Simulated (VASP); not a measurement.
Set up this calculation in VASP 6.6.1, as the native input.

```
Task                   : relaxation of cell and atoms
Functional             : LDA
Potentials or basis    : VASP PAW LDA potentials, release 64 (As)
Cutoff                 : 600 eV
k mesh                 : 12 × 12 × 12
Occupations            : fermi-dirac, width 0.1 eV
Spin                   : no spin polarisation
Target pressure        : 5 GPa
Dipole correction      : no
Further INCAR settings : ALGO = Normal; EDIFF = 1e-06; IBRION = 2; EDIFFG = -0.01; NSW = 80; ISIF = 3
```

The structure of As lies in POSCAR:

```
As
1.0
    0.0000000000      3.0350000000      3.0350000000
    3.0350000000      0.0000000000      3.0350000000
    3.0350000000      3.0350000000      0.0000000000
As
2
Direct
    0.0000000000      0.0000000000      0.0000000000
    0.2500000000      0.2500000000      0.2500000000
```

The input as run:

INCAR

```
SYSTEM = As
PREC = Accurate
ENCUT = 600
EDIFF = 1E-6
ISMEAR = -1
SIGMA = 0.1
LREAL = .FALSE.
LASPH = .TRUE.
NELM = 60
ALGO = Normal
ISIF = 3
LWAVE = .FALSE.
LCHARG = .FALSE.
IBRION = 2
NSW = 80
EDIFFG = -0.01
PSTRESS = 50.0
```

KPOINTS

```
Automatic mesh
0
G
  12 12 12
  0 0 0
```

Potentials or basis: VASP PAW LDA potentials, release 64 (As).

Launch:

```sh
$ cat potpaw_LDA.64/As/POTCAR > POTCAR
$ mpirun -np 1 vasp_std > vasp.out
```

Results of the run:

```json
{"Relaxed volume": "24.54 Å³/atom", "Relaxed cell": "a = 4.110 Å, b = 4.110 Å, c = 4.110 Å, α = 60.00°, β = 60.00°, γ = 60.00°", "Space group after relaxing (to 0.05 Å)": "Fd-3m (No. 227)", "Energy change on relaxing (the enthalpy is what falls)": "+17.8 meV/atom", "Ionic steps": "3", "Pressure after relaxing": "5.0 GPa", "Band gap on the k mesh": "zero (band 5 reaches 5.56 eV, above the bottom of band 6 at 3.30 eV)"}
```

Caveat: the cell is relaxed towards a set pressure, so the enthalpy falls and the energy may rise.

Run time: 41 s on 1 thread of Intel(R) Xeon(R) 6975P-C (Granite Rapids), with other jobs on the host, peak memory 0.2 GiB.
